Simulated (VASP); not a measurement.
# BP (zincblende type) (F-43m) in VASP: further runs, part 2 of 2

VASP 6.6.1.

## Step 5: Single point, PBEsol (volume scaled by 0.88)

INCAR

```
  PREC = Accurate
  ENCUT = 520
  EDIFF = 1E-6
  ISMEAR = -1
  SIGMA = 0.05
  LREAL = F
  LASPH = T
  NELM = 100
  ALGO = Normal
  ISIF = 2
  LWAVE = F
  LCHARG = F
  GGA = PS
  NBANDS = 11
```

KPOINTS

```
regular mesh
0
Gamma
  15 15 15
```

POSCAR

```
BP
1.0
    0.0000000000      2.1657861533      2.1657861533
    2.1657861533      0.0000000000      2.1657861533
    2.1657861533      2.1657861533      0.0000000000
B P
1 1
Direct
    0.0000000000      0.0000000000      0.0000000000
    0.2500000000      0.2500000000      0.2500000000
```

Potentials or basis: VASP PAW PBE potentials, release 64 (B, P).

On the command line:

```
$ cat potpaw_PBE.64/B/POTCAR potpaw_PBE.64/P/POTCAR > POTCAR
$ mpirun -np 1 vasp_std > vasp.out
```

OUTCAR:

```text
PREC = Accurate
   ENCUT = 520
   EDIFF = 1E-6
   ISMEAR = -1
   LREAL = F
   LASPH = T
   NELM = 100
   ISIF = 2
   GGA = PS

 ion  position               nearest neighbor table
   1  0.000  0.000  0.000-   2 1.88   2 1.88   2 1.88   2 1.88
   2  0.250  0.250  0.250-   1 1.88   1 1.88   1 1.88   1 1.88

  LATTYP: Found a face centered cubic cell.
 ALAT       =     4.3315723066

  Lattice vectors:

 A1 = (   0.0000000000,   2.1657861533,   2.1657861533)
 A2 = (   2.1657861533,   0.0000000000,   2.1657861533)
 A3 = (   2.1657861533,   2.1657861533,   0.0000000000)

Analysis of symmetry for initial positions (statically):
=====================================================================
 Subroutine PRICEL returns:
 Original cell was already a primitive cell.

 Routine SETGRP: Setting up the symmetry group for a
 face centered cubic supercell.

 Subroutine GETGRP returns: Found 24 space group operations
 (whereof 24 operations were pure point group operations)
 out of a pool of 48 trial point group operations.

The static configuration has the point symmetry T_d .

Analysis of symmetry for dynamics (positions and initial velocities):
=====================================================================
 Subroutine PRICEL returns:
 Original cell was already a primitive cell.

 Routine SETGRP: Setting up the symmetry group for a
 face centered cubic supercell.

 Subroutine GETGRP returns: Found 24 space group operations
 (whereof 24 operations were pure point group operations)
 out of a pool of 48 trial point group operations.

The dynamic configuration has the point symmetry T_d .

 Subroutine INISYM returns: Found 24 space group operations
 (whereof 24 operations are pure point group operations),
 and found     1 'primitive' translations

[... 113 lines left out ...]
     AMIX     =   0.40;   BMIX     =  1.00
     AMIX_MAG =   1.60;   BMIX_MAG =  1.00
  volume/ion in A,a.u.               =      10.16        68.56
  Fermi-wavevector in a.u.,A,eV,Ry     =   1.199902  2.267487 19.589203  1.439766
  Thomas-Fermi vector in A             =   2.335753
   LORBIT       =      0    0 simple, 1 ext, 2 COOP (PROOUT), +10 PAW based schemes
   GGA     = PS    functional components
   LHFCALC =     F    Hartree Fock is set to
   AEXX    =    0.0000 exact exchange contribution
   IVDW    =     0    specifies the selected vdW correction
   LEPSILON=     F    determine dielectric tensor
   LRPA    =     F    only Hartree local field effects (RPA)
 non-spin polarized calculation
  energy-cutoff  :      520.00
  volume of cell :       20.32
 maximum number of plane-waves:       560
   NGX = 11   NGY = 11   NGZ = 11

 number of electron       7.9999999 magnetization

 Free energy of the ion-electron system (eV)
  ---------------------------------------------------
  ext. energy  EPLUGINS =         0.00000000
  ---------------------------------------------------
  free energy    TOTEN  =       -13.45582076 eV

  energy without entropy =      -13.45582030  energy(sigma->0) =      -13.45582053

 E-fermi :   9.5773     XC(G=0): -11.6430

 val. band max:        9.1332619420   @ k =   0.0000   0.0000   0.0000
 cond. band min:      10.0577705030   @ k =   0.4667   0.4667   0.0000
 fundamental gap:      0.9245085610
 Fermi energy:         9.5772744895

 k-point     1 :       0.0000    0.0000    0.0000
  band No.  band energies     occupation
      1      -7.6617      2.00000
      2       9.1333      1.99972
      3       9.1333      1.99972
      4       9.1333      1.99972
      5      12.7432      0.00000
      6      12.7432      0.00000
      7      12.7432      0.00000
      8      18.6659      0.00000
      9      21.4372      0.00000
     10      21.6943      0.00000
     11      21.6943      0.00000
[... 309 lines left out ...]
 k-point    24 :       0.2000    0.1333    0.0000
  band No.  band energies     occupation
      1      -6.8572      2.00000
      2       6.3283      2.00000
      3       7.1745      2.00000
      4       7.7107      2.00000
      5      11.8960      0.00000
      6      15.3743      0.00000
      7      15.4707      0.00000
      8      16.5477      0.00000
      9      21.4011      0.00000
     10      22.2231      0.00000
     11      23.8449      0.00000

 [... further k-points ...]
[... 5 lines left out ...]
  --------------------------------------------------------------------------------------
  -------------------------------------------------------------------------------------
  Total        3.4994758      3.4994758      3.4994758      0.0000000      0.0000000     -0.0000000
  in kB      275.9541042    275.9541042    275.9541042      0.0000000      0.0000000     -0.0000000
  external PRESSURE =     275.9541042 kB  Pullay stress =       0.0000000 kB

 VOLUME and BASIS-vectors are now :
 -----------------------------------------------------------------------------
  energy-cutoff  :      520.00
  volume of cell :       20.32
      direct lattice vectors                 reciprocal lattice vectors
     0.000000000  2.165786153  2.165786153    -0.230863051  0.230863051  0.230863051
     2.165786153  0.000000000  2.165786153     0.230863051 -0.230863051  0.230863051
     2.165786153  2.165786153  0.000000000     0.230863051  0.230863051 -0.230863051

 POSITION                                       TOTAL-FORCE (eV/Angst)
 -----------------------------------------------------------------------------------
      0.00000      0.00000      0.00000         0.000000      0.000000      0.000000
      1.08289      1.08289      1.08289        -0.000000     -0.000000     -0.000000
 -----------------------------------------------------------------------------------
    total drift:                                0.000000      0.000000      0.000000

  FREE ENERGIE OF THE ION-ELECTRON SYSTEM (eV)
  ---------------------------------------------------
  free  energy   TOTEN  =       -13.4558207644 eV

  energy  without entropy=      -13.4558203027  energy(sigma->0) =      -13.45582053
```

OSZICAR:

```text
N       E                     dE             d eps       ncg     rms          rms(c)
DAV:   1     0.895704180011E+01    0.89570E+01   -0.41451E+03  2648   0.668E+02
DAV:   2    -0.139238208705E+02   -0.22881E+02   -0.21700E+02  3462   0.115E+02
DAV:   3    -0.144928347894E+02   -0.56901E+00   -0.56782E+00  3345   0.155E+01
DAV:   4    -0.144946007435E+02   -0.17660E-02   -0.17658E-02  2971   0.103E+00
DAV:   5    -0.144946079301E+02   -0.71867E-05   -0.71866E-05  3308   0.652E-02    0.860E+00
DAV:   6    -0.136157868414E+02    0.87882E+00   -0.16896E+00  3036   0.599E+00    0.458E+00
DAV:   7    -0.134659808919E+02    0.14981E+00   -0.40347E-01  3297   0.316E+00    0.139E+00
DAV:   8    -0.134556371072E+02    0.10344E-01   -0.30720E-02  3139   0.105E+00    0.204E-01
DAV:   9    -0.134557714878E+02   -0.13438E-03   -0.69096E-04  3072   0.190E-01    0.131E-01
DAV:  10    -0.134558170589E+02   -0.45571E-04   -0.94952E-05  2986   0.594E-02    0.229E-02
DAV:  11    -0.134558205375E+02   -0.34786E-05   -0.65646E-06  3288   0.149E-02    0.318E-02
DAV:  12    -0.134558207644E+02   -0.22690E-06   -0.16302E-06  1904   0.609E-03
   1 F= -.13455821E+02 E0= -.13455821E+02  d E =-.461720E-06
```

stdout:

```text
POSCAR found type information on POSCAR B P
 POSCAR found :  2 types and       2 ions
 scaLAPACK will be used
 -----------------------------------------------------------------------------
|                                                                             |
|                                                                             |
|     You enforced a specific xc type in the INCAR file but a different       |
|     I HOPE YOU KNOW WHAT YOU ARE DOING!                                     |
|                                                                             |
 -----------------------------------------------------------------------------

 LDA part: xc-table for (Slater+PW92), standard interpolation
 POSCAR, INCAR and KPOINTS ok, starting setup
 FFT: planning ... GRIDC
 FFT: planning ... GRID_SOFT
 FFT: planning ... GRID
 WAVECAR not read
 entering main loop
```

It took 16 s on 1 thread of Intel Xeon 6975P-C, shared host; peak memory 0.15 GiB.

Results:

- Free energy: -13.4558 eV
- Pressure: 27.6 GPa
- Band gap on the k mesh: 0.92 eV, indirect (least direct gap 3.61 eV)

Caveat: the PAW data sets were made with another functional, which shifts forces and pressure a little. A k mesh can miss the band edges.

## Step 6: Summary

```tsv
cell	gap on the mesh (eV)	pressure (GPa)
a = 2.754 Å, angles 60.0°, 2 atoms	0.29	170.3
a = 2.865 Å, angles 60.0°, 2 atoms	0.52	101.7
a = 2.967 Å, angles 60.0°, 2 atoms	0.73	57.2
a = 3.063 Å, angles 60.0°, 2 atoms	0.92	27.6
```

Alike in all rows: task single point; level PBEsol; potentials or basis VASP PAW PBE potentials, release 64 (B, P); no spin polarisation; k mesh 15 × 15 × 15; cutoff (eV) 520; smearing fermi-dirac 0.05 eV.

Caveats: the PAW data sets were made with another functional, which shifts forces and pressure a little.

Absolute energies hang on the potentials; compare differences alone.
